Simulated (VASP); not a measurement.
TaN:

```
Ta N
1.0
     2.99562    0.00000    0.00000
    -1.49781    2.59429    0.00000
     0.00000    0.00000    2.93954
Ta N
1 1
Direct
  0.00000 0.00000 0.50000
  0.66667 0.33333 0.00000
```

Base run:

```yaml
Program: VASP 6.6.1
Functional: LDA
Potentials_or_basis: VASP PAW LDA potentials, release 64 (Ta_sv_GW, N)
Cutoff: 600 eV
k_mesh: 10 × 10 × 9
Occupations: fermi-dirac, width 0.05 eV
Spin: no spin polarisation
```

Its results: band gap on the k mesh zero (band 9 reaches 11.48 eV, above the bottom of band 10 at 11.21 eV); pressure -27.7 GPa.

Question: The run is repeated on the same cell with these changes: potentials or basis from VASP PAW LDA potentials, release 64 (Ta_sv_GW, N) to VASP PAW LDA potentials, release 64 (Ta_pv, N); cutoff from 600 eV to 520 eV; further incar settings from ALGO = Normal; EDIFF = 1e-06; NBANDS = 16 to ALGO = Normal; EDIFF = 1e-06; NBANDS = 15; valence electrons from 18 to 16. What comes out?

Answer: Band gap on the k mesh zero (band 8 reaches 7.68 eV, above the bottom of band 9 at 7.41 eV); pressure -27.1 GPa.

Caveats: spin-orbit coupling is left out, which moves the levels of the heavy elements.
